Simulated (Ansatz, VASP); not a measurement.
## Two plane-wave programs on CsAg3O2

File INCAR:

```
ALGO = Normal ; EDIFF = 1E-7
ENCUT = 520 ; GGA = PE
ISIF = 2 ; ISMEAR = 0
ISPIN = 2 ; LASPH = True
LCHARG = True ; LELF = True
LMAXMIX = 4 ; LORBIT = 11
LREAL = False ; LVHAR = True
LWAVE = False ; MAGMOM = 0 1 1 1 0 0
NBANDS = 40 ; NELM = 150
PREC = Accurate ; SIGMA = 0.1
```

Contents of KPOINTS:

```
k-points
0
Gamma
  3 3 6
```

POSCAR

```
CsAg3O2
1.0
    6.0022942775      0.0000000000      0.0000000000
   -3.0011471387      5.1981393253      0.0000000000
    0.0000000000      0.0000000000      3.5352487137
Cs Ag O
1 3 2
Direct
    0.0000000000      0.0000000000      0.0000000000
    0.0000000000      0.5000000000      0.5000000000
    0.5000000000      0.5000000000      0.5000000000
    0.5000000000      0.0000000000      0.5000000000
    0.6666666667      0.3333333333      0.0000000000
    0.3333333333      0.6666666667      0.0000000000
```

Input for Ansatz:

```yaml
crystal:
  lattice:
    - [6.0022942775, 0.0, 0.0]
    - [-3.0011471387, 5.1981393253, 0.0]
    - [0.0, 0.0, 3.5352487137]
  atoms:
    - { symbol: Cs, position: [0.0, 0.0, 0.0] }
    - { symbol: Ag, position: [0.0, 0.5, 0.5], spin: 1.0 }
    - { symbol: Ag, position: [0.5, 0.5, 0.5], spin: 1.0 }
    - { symbol: Ag, position: [0.5, 0.0, 0.5], spin: 1.0 }
    - { symbol: O, position: [0.6666666667, 0.3333333333, 0.0] }
    - { symbol: O, position: [0.3333333333, 0.6666666667, 0.0] }
basis:
  ecutwfc: 420
kpoints:
  mp_grid: { grid: [3, 3, 6] }
hamiltonian:
  xc: pbe
scf:
  occupations: { method: gaussian, width: 0.1 }
  lower_state_search: "off"
output:
  forces: true
  stress: true
  eigenvalues: true
  populations: true
magnetization:
  spin_polarized: true
```

Change from the starting cell: species swapped into the TbAl3Cu2 type (P6/mmm, No. 191).

Alike in both runs: task single point; functional PBE; k mesh 3 × 3 × 6; occupations gaussian, width 0.1 eV; collinear spin.

|  | VASP | Ansatz |
| --- | --- | --- |
| version | VASP 6.6.1 | Ansatz 0.2.0 |
| potentials or method | VASP PAW PBE potentials, release 64 (Cs_sv, Ag, O), cutoff 520 eV | scalar-relativistic, plane waves, PAW |
| valence electrons in the cell | 54 | 78 |

|  | VASP | Ansatz | Ansatz less VASP |
| --- | --- | --- | --- |
| gap on the k mesh at the Fermi level (eV) | none | none | - |
| pressure (GPa) | -0.1 | -0.1 | 0.00 |
| traceless stress, the component that is largest in VASP (GPa) | -0.07 | -0.05 | +0.015 |
| net moment per atom (μB) | 0.00 | 0.00 | 0.000 |

A gap of «none» marks a metal or a gap that the smearing closes. VASP's potentials hold 54 valence electrons a cell and Ansatz's 78, so a difference there can come from the potentials and not from the codes. Ansatz's warnings: seeded moment not kept.

The k mesh is coarse, so the values compare programs but aren't converged. Spin-orbit coupling is off throughout.
